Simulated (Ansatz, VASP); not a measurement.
## Zn in VASP and in Ansatz

```
Zn
1.0
     2.66480    0.00000    0.00000
    -1.33240    2.30778    0.00000
     0.00000    0.00000    4.94670
Zn
2
Direct
  0.33333 0.66667 0.25000
  0.66667 0.33333 0.75000
```

Alike in both runs: task electric field gradients; functional PBE; k mesh 18 × 18 × 8; occupations fermi-dirac, width 0.03 eV; no spin polarisation.

|  | VASP | Ansatz |
| --- | --- | --- |
| version | VASP 6.6.1 | Ansatz 0.2.0 |
| potentials or method | VASP PAW PBE potentials, release 64 (Zn) | PAW with Ansatz's default frozen-core files, scalar-relativistic |
| plane-wave cutoff (eV) | 520 | 420 |
| valence electrons in the cell | 24 | 24 |

VASP gave:

* pressure (GPa): 0.0
* traceless stress, the component that is largest in VASP (GPa): 0.68
* size of Vzz on the site where it differs most (V/Å²): 35.2

Question: Estimate Ansatz's values.

Answer: Pressure (GPa): -0.4; traceless stress, the component that is largest in VASP (GPa): 0.82; size of Vzz on the site where it differs most (V/Å²): 35.0.

The functional is the same, so the differences come from potentials, cutoffs and numerics.
